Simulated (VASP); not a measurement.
## MgS: single point with PBEsol

MgS:

```
CELL_PARAMETERS angstrom
3.95393 0.00000 0.00000
-1.97696 3.42420 0.00000
0.00000 0.00000 6.43229
ATOMIC_POSITIONS crystal
S 0.66667 0.33333 0.87630
S 0.33333 0.66667 0.37630
Mg 0.33333 0.66667 0.99870
Mg 0.66667 0.33333 0.49870
```

* Program: VASP 6.6.1
* Task: single point
* Functional: PBEsol
* Potentials or basis: VASP PAW PBE potentials, release 64 (S, Mg)
* Cutoff: 520 eV
* k mesh: 7 × 7 × 4
* Occupations: fermi-dirac, width 0.05 eV
* Spin: no spin polarisation
* Dipole correction: no
* Further INCAR settings: ALGO = Normal; EDIFF = 1e-07; NBANDS = 16

```yaml
Pressure: 2.1 GPa
Largest_force: 0.004 eV/Å
Band_gap_on_the_k_mesh: 3.56 eV
```

Forces on the atoms (eV/Å):
```
S    0.000  0.000 -0.004
S    0.000  0.000 -0.004
Mg   0.000  0.000  0.004
Mg   0.000  0.000  0.004
```

Stress tensor (GPa, compression positive):
```
2.47 0.00 0.00
0.00 2.47 0.00
0.00 0.00 1.51
```

Levels at points of the mesh, in eV from the valence-band top:
```tsv
k point	band 5	band 6	band 7	band 8	band 9	band 10	band 11	band 12
(0.00, 0.00, 0.00)	-0.44	-0.03	-0.03	0.00	3.56	4.89	7.66	7.66
(0.00, 0.00, 0.50)	-0.24	-0.24	-0.24	-0.24	5.09	5.09	7.66	7.66
```

Run time: 21 s on 1 thread of Intel(R) Xeon(R) Platinum 8488C (Sapphire Rapids), on a shared host, peak memory 0.2 GiB.

Caveat: the PAW data sets were made with another functional, which shifts forces and pressure a little.
